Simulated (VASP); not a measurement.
# YS (Fm-3m) in VASP: notebook

Runs on YS. Level: LDA. Tasks: single point, relaxation of cell and atoms.

All numbers are computed with VASP 6.6.1; they aren't measurements. Logs are shortened: lines on timing, memory, paths and dates and some standing lists are left out, and cuts for length are marked.

### 1 The cell of the first run

The structure is cubic, space group Fm-3m (No. 225). The conventional cell has a = 5.418 Å, b = 5.418 Å, c = 5.418 Å, α = 90.00°, β = 90.00°, γ = 90.00°. Y (site symmetry m-3m) has 6 S at 2.71 Å within 3.6 Å. S (site symmetry m-3m) has 6 Y at 2.71 Å within 3.6 Å.

### 2 Single point, LDA

Input file INCAR:

```
SYSTEM = YS
PREC = Accurate
ENCUT = 520
EDIFF = 1E-6
ISMEAR = 0
SIGMA = 0.1
LREAL = .False.
LASPH = .True.
NELM = 100
ALGO = Normal
ISIF = 2
LWAVE = .False.
LCHARG = .False.
NBANDS = 16
```

Input file KPOINTS:

```
Automatic mesh
0
Gamma
  14 14 14
  0 0 0
```

Input file POSCAR:

```
YS
1.0
    0.0000000000      2.7087745949      2.7087745949
    2.7087745949      0.0000000000      2.7087745949
    2.7087745949      2.7087745949      0.0000000000
Y S
1 1
Direct
    0.5000000000      0.5000000000      0.5000000000
    0.0000000000      0.0000000000      0.0000000000
```

Potentials or basis: VASP PAW LDA potentials, release 64 (Y_sv, S).

Command:

```console
> cat potpaw_LDA.64/Y_sv/POTCAR potpaw_LDA.64/S/POTCAR > POTCAR
> mpirun -np 1 vasp_std > vasp.out
```

OUTCAR:

```text
SYSTEM = YS
   PREC = Accurate
   ENCUT = 520
   EDIFF = 1E-6
   ISMEAR = 0
   LREAL = .False.
   LASPH = .True.
   NELM = 100
   ISIF = 2

 ion  position               nearest neighbor table
   1  0.500  0.500  0.500-   2 2.71   2 2.71   2 2.71   2 2.71   2 2.71   2 2.71
   2  0.000  0.000  0.000-   1 2.71   1 2.71   1 2.71   1 2.71   1 2.71   1 2.71

  LATTYP: Found a face centered cubic cell.
 ALAT       =     5.4175491898

  Lattice vectors:

 A1 = (   0.0000000000,   2.7087745949,   2.7087745949)
 A2 = (   2.7087745949,   0.0000000000,   2.7087745949)
 A3 = (   2.7087745949,   2.7087745949,   0.0000000000)

Analysis of symmetry for initial positions (statically):
=====================================================================
 Subroutine PRICEL returns:
 Original cell was already a primitive cell.

 Routine SETGRP: Setting up the symmetry group for a
 face centered cubic supercell.

 Subroutine GETGRP returns: Found 48 space group operations
 (whereof 48 operations were pure point group operations)
 out of a pool of 48 trial point group operations.

The static configuration has the point symmetry O_h .

Analysis of symmetry for dynamics (positions and initial velocities):
=====================================================================
 Subroutine PRICEL returns:
 Original cell was already a primitive cell.

 Routine SETGRP: Setting up the symmetry group for a
 face centered cubic supercell.

 Subroutine GETGRP returns: Found 48 space group operations
 (whereof 48 operations were pure point group operations)
 out of a pool of 48 trial point group operations.

The dynamic configuration has the point symmetry O_h .

 Subroutine INISYM returns: Found 48 space group operations
 (whereof 48 operations are pure point group operations),
 and found     1 'primitive' translations

----------------------------------------------------------------------------------------

                                     Primitive cell

  volume of cell :      39.7510

  direct lattice vectors                    reciprocal lattice vectors
     0.000000000  2.708774595  2.708774595    -0.184585311  0.184585311  0.184585311
     2.708774595  0.000000000  2.708774595     0.184585311 -0.184585311  0.184585311
     2.708774595  2.708774595  0.000000000     0.184585311  0.184585311 -0.184585311

  length of vectors
     3.830785770  3.830785770  3.830785770     0.319711136  0.319711136  0.319711136

  position of ions in fractional coordinates (direct lattice)
     0.500000000  0.500000000  0.500000000
     0.000000000  0.000000000  0.000000000

  ion indices of the primitive-cell ions
   primitive index   ion index
                 1           1
[... 71 lines left out ...]
   ENCUT  =  520.0 eV  38.22 Ry    6.18 a.u.   7.12  7.12  7.12*2*pi/ulx,y,z
   NELM   =    100;   NELMIN=  2; NELMDL= -5     # of ELM steps
   EDIFF  = 0.1E-05   stopping-criterion for ELM
   LREAL  =      F    real-space projection
   EDIFFG = 0.1E-04   stopping-criterion for IOM
   NSW    =      0    number of steps for IOM
   IBRION =     -1    ionic relax: 0-MD 1-quasi-New 2-CG
   NFREE  =      0    steps in history (QN), initial steepest desc. (CG)
   ISIF   =      2    stress and relaxation
   ISYM   =      2    0-nonsym 1-usesym 2-fastsym
   POTIM  = 0.5000    time-step for ionic-motion
   TEBEG  =    0.0;   TEEND  =   0.0 temperature during run
   PSTRESS=    0.0 pullay stress
   NELECT =      17.0000    total number of electrons
   NUPDOWN=      -1.0000    fix difference up-down
   EMIN   =  10.00;   EMAX   =-10.00  energy-range for DOS
   EFERMI =   0.00;   METHOD = LEGACY
   ISMEAR =     0;   SIGMA  =   0.10  broadening in eV -4-tet -1-fermi 0-gaus
   EFERMI_NEDOS =   21; number of points for ismear=-14 and -15
   IALGO  =     38    algorithm
   IMIX   =      4    mixing-type and parameters
     AMIX     =   0.40;   BMIX     =  1.00
     AMIX_MAG =   1.60;   BMIX_MAG =  1.00
  volume/ion in A,a.u.               =      19.88       134.13
  Fermi-wavevector in a.u.,A,eV,Ry     =   1.233412  2.330811 20.698623  1.521306
  Thomas-Fermi vector in A             =   2.368144
   LORBIT       =      0    0 simple, 1 ext, 2 COOP (PROOUT), +10 PAW based schemes
   GGA     = CA    functional components
   LHFCALC =     F    Hartree Fock is set to
   AEXX    =    0.0000 exact exchange contribution
   IVDW    =     0    specifies the selected vdW correction
   LEPSILON=     F    determine dielectric tensor
   LRPA    =     F    only Hartree local field effects (RPA)
 non-spin polarized calculation
 Gauss-broadening in eV      SIGMA  =   0.10
  energy-cutoff  :      520.00
  volume of cell :       39.75
 maximum number of plane-waves:      1090
   NGX = 15   NGY = 15   NGZ = 15

 number of electron      16.9999998 magnetization

 Free energy of the ion-electron system (eV)
  ---------------------------------------------------
  ext. energy  EPLUGINS =         0.00000000
  ---------------------------------------------------
  free energy    TOTEN  =       -16.04562087 eV

  energy without entropy =      -16.03990625  energy(sigma->0) =      -16.04276356

 E-fermi :   6.9540     XC(G=0): -10.9585

 val. band max:        6.9519397543   @ k =   0.1429   0.0000   0.0000
 cond. band min:       6.9673586168   @ k =   0.3571   0.1429   0.0714
 fundamental gap:      0.0154188624
 Fermi energy:         6.9540103671

 k-point     1 :       0.0000    0.0000    0.0000
  band No.  band energies     occupation
      1     -36.0040      2.00000
      2     -16.0669      2.00000
      3     -16.0669      2.00000
      4     -16.0669      2.00000
      5      -8.1661      2.00000
      6       3.6307      2.00000
[... 433 lines left out ...]
      3     -16.1200      2.00000
      4     -16.1115      2.00000
      5      -7.4645      2.00000
      6       1.1086      2.00000
[... 8 lines left out ...]
     15      15.5706      0.00000
     16      16.3157      0.00000

 [... further k-points ...]
[... 5 lines left out ...]
  --------------------------------------------------------------------------------------
  -------------------------------------------------------------------------------------
  Total        0.0155712      0.0155712      0.0155712      0.0000000      0.0000000      0.0000000
  in kB        0.6276016      0.6276016      0.6276016      0.0000000      0.0000000      0.0000000
  external PRESSURE =       0.6276016 kB  Pullay stress =       0.0000000 kB

 VOLUME and BASIS-vectors are now :
 -----------------------------------------------------------------------------
  energy-cutoff  :      520.00
  volume of cell :       39.75
      direct lattice vectors                 reciprocal lattice vectors
     0.000000000  2.708774595  2.708774595    -0.184585311  0.184585311  0.184585311
     2.708774595  0.000000000  2.708774595     0.184585311 -0.184585311  0.184585311
     2.708774595  2.708774595  0.000000000     0.184585311  0.184585311 -0.184585311

 POSITION                                       TOTAL-FORCE (eV/Angst)
 -----------------------------------------------------------------------------------
      2.70877      2.70877      2.70877         0.000000      0.000000      0.000000
      0.00000      0.00000      0.00000        -0.000000     -0.000000     -0.000000
 -----------------------------------------------------------------------------------
    total drift:                                0.000000      0.000000      0.000000

  FREE ENERGIE OF THE ION-ELECTRON SYSTEM (eV)
  ---------------------------------------------------
  free  energy   TOTEN  =       -16.0456208744 eV

  energy  without entropy=      -16.0399062540  energy(sigma->0) =      -16.04276356
```

OSZICAR:

```text
N       E                     dE             d eps       ncg     rms          rms(c)
DAV:   1     0.575529878909E+02    0.57553E+02   -0.77800E+03  3336   0.958E+02
DAV:   2    -0.128998065233E+02   -0.70453E+02   -0.66425E+02  4416   0.215E+02
DAV:   3    -0.167377180097E+02   -0.38379E+01   -0.38099E+01  5192   0.374E+01
DAV:   4    -0.168291118826E+02   -0.91394E-01   -0.91372E-01  3976   0.544E+00
DAV:   5    -0.168309744499E+02   -0.18626E-02   -0.18625E-02  4776   0.619E-01    0.291E+01
DAV:   6    -0.161136169550E+02    0.71736E+00   -0.97260E-01  4024   0.636E+00    0.212E+01
DAV:   7    -0.160593772648E+02    0.54240E-01   -0.39119E-01  5080   0.396E+00    0.607E+00
DAV:   8    -0.160462866476E+02    0.13091E-01   -0.82657E-02  3904   0.183E+00    0.487E-01
DAV:   9    -0.160456844105E+02    0.60224E-03   -0.56153E-03  3896   0.509E-01    0.220E-01
DAV:  10    -0.160456374635E+02    0.46947E-04   -0.22779E-04  4272   0.121E-01    0.147E-01
DAV:  11    -0.160456265619E+02    0.10902E-04   -0.17223E-04  4232   0.890E-02    0.121E-01
DAV:  12    -0.160456205927E+02    0.59692E-05   -0.28530E-05  4048   0.404E-02    0.311E-02
DAV:  13    -0.160456208744E+02   -0.28173E-06   -0.18395E-06  3352   0.984E-03
   1 F= -.16045621E+02 E0= -.16042764E+02  d E =-.571462E-02
```

stdout:

```text
POSCAR found type information on POSCAR Y S
 POSCAR found :  2 types and       2 ions
 scaLAPACK will be used
 LDA part: xc-table for (Slater(with rela. corr.)+CA(PZ))
 , standard interpolation
 POSCAR, INCAR and KPOINTS ok, starting setup
 FFT: planning ... GRIDC
 FFT: planning ... GRID_SOFT
 FFT: planning ... GRID
 WAVECAR not read
 entering main loop
```

Wall time 37 s (1 thread of Intel Xeon 6975P-C (Granite Rapids), shared host); peak memory 0.21 GiB.

Results:

```yaml
Free_energy: -16.0456 eV
Pressure: 0.1 GPa
```

Levels at points of the mesh, in eV from the Fermi level:
```
           k point  band 7  band 8  band 9  band 10  band 11  band 12
(0.00, 0.00, 0.00)   -3.32   -3.32   -0.23    -0.23    -0.23     0.65
(0.50, 0.00, 0.00)   -5.31   -5.31    2.16     2.86     2.91     2.91
(0.50, 0.50, 0.00)   -4.03   -4.03   -2.47     1.97     3.41     4.01
```

### 3 Relaxation of cell and atoms, LDA

This run uses another cell than the first one, of 21.14 Å³/atom, 1.063 times its volume.

Input file INCAR:

```
  PREC = Accurate
  ENCUT = 600
  EDIFF = 1E-6
  ISMEAR = 0
  SIGMA = 0.1
  LREAL = F
  LASPH = T
  NELM = 100
  ALGO = Normal
  ISIF = 3
  LWAVE = F
  LCHARG = F
  GGA = CA
  IBRION = 2
  NSW = 70
  EDIFFG = -0.005
```

Input file KPOINTS:

```
regular mesh
0
Gamma
  14 14 14
```

Input file POSCAR:

```
YS
1.0
    0.0000000000      2.7648615998      2.7648615998
    2.7648615998      0.0000000000      2.7648615998
    2.7648615998      2.7648615998      0.0000000000
Y S
1 1
Direct
    0.5000000000      0.5000000000      0.5000000000
    0.0000000000      0.0000000000      0.0000000000
```

Potentials or basis: VASP PAW LDA potentials, release 64 (Y_sv, S).

Command:

```console
> cat potpaw_LDA.64/Y_sv/POTCAR potpaw_LDA.64/S/POTCAR > POTCAR
> mpirun -np 1 vasp_std > vasp.out
```

Run time: 99 s. Hardware: 1 thread of Intel Xeon 6975P-C (Granite Rapids), shared host; peak memory 0.22 GiB.

The run converged. Its results:

```
Free energy                            : -16.0460 eV
Relaxed volume                         : 19.89 Å³/atom
Relaxed cell                           : a = 3.832 Å, b = 3.832 Å, c = 3.832 Å, α = 60.00°, β = 60.00°, γ = 60.00°
Space group after relaxing (to 0.05 Å) : Fm-3m (No. 225)
Energy gained by relaxing              : 24.1 meV/atom
Ionic steps                            : 6
Pressure after relaxing                : 0.0 GPa
```

Step by step:
| step | energy change (eV) | largest force (eV/Å) | pressure (GPa) | volume (Å³) |
| --- | --- | --- | --- | --- |
| 1 | 0.0000 | 0.0000 | -5.88 | 42.27 |
| 2 | -0.0072 | 0.0000 | 6.63 | 37.70 |
| 3 | -0.0483 | 0.0000 | -0.06 | 39.80 |
| 4 | -0.0483 | 0.0000 | 0.08 | 39.75 |
| 5 | -0.0483 | 0.0000 | -0.06 | 39.80 |
| 6 | -0.0483 | 0.0000 | -0.01 | 39.78 |

Final structure:
```xyz
2
Lattice="0.0000 2.7094 2.7094 2.7094 0.0000 2.7094 2.7094 2.7094 0.0000" Properties=species:S:1:pos:R:3 pbc="T T T"
Y     2.7094    2.7094    2.7094
S     2.7094    2.7094    0.0000
```

Levels at points of the mesh, in eV from the Fermi level:
| k point | band 5 | band 6 | band 7 | band 8 | band 9 | band 10 | band 11 | band 12 |
| --- | --- | --- | --- | --- | --- | --- | --- | --- |
| (0.00, 0.00, 0.00) | -15.12 | -3.32 | -3.32 | -3.32 | -0.23 | -0.23 | -0.23 | 0.65 |
| (0.50, 0.00, 0.00) | -13.65 | -7.22 | -5.31 | -5.31 | 2.16 | 2.85 | 2.91 | 2.91 |
| (0.50, 0.50, 0.00) | -14.46 | -5.46 | -4.03 | -4.03 | -2.47 | 1.97 | 3.41 | 4.00 |

LDA usually gives volumes a few per cent too small. Zero-point motion and thermal expansion aren't in these numbers.
